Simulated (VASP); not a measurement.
Input of a VASP 6.6.1 run:

INCAR

```
SYSTEM = B2W
  PREC = Accurate
  ENCUT = 520
  EDIFF = 1E-8
  ISMEAR = -1
  SIGMA = 0.05
  LREAL = .False.
  LASPH = .True.
  NELM = 60
  ALGO = Normal
  ISIF = 2
  LWAVE = .False.
  LCHARG = .False.
  LEFG = .True.
  NBANDS = 17
```

KPOINTS

```
regular mesh
0
Gamma
  14 14 12
  0 0 0
```

The input POSCAR:

```
B2W
1.0
    2.9997323439      0.0000000000      0.0000000000
   -1.4998661720      2.5978444143      0.0000000000
    0.0000000000      0.0000000000      3.0295295846
B W
2 1
Direct
    0.3333333333      0.6666666667      0.5000000000
    0.6666666667      0.3333333333      0.5000000000
    0.0000000000      0.0000000000      0.0000000000
```

Potentials or basis: VASP PAW LDA potentials, release 64 (B, W_sv).

Command:

```bash
$ cat potpaw_LDA.64/B/POTCAR potpaw_LDA.64/W_sv/POTCAR > POTCAR
$ mpirun -np 1 vasp_std > vasp.out
```

(1) Predict the band gap on the k mesh.

(2) Predict the pressure.

Results:

(1) zero (band 10 reaches 16.09 eV, above the bottom of band 11 at 11.19 eV).

(2) 33.9 GPa.

Caveat: without QUAD_EFG the Cq values of the log hold for a quadrupole moment of 1 mb, not for the nuclei; spin-orbit coupling is left out, which moves the levels of the heavy elements.
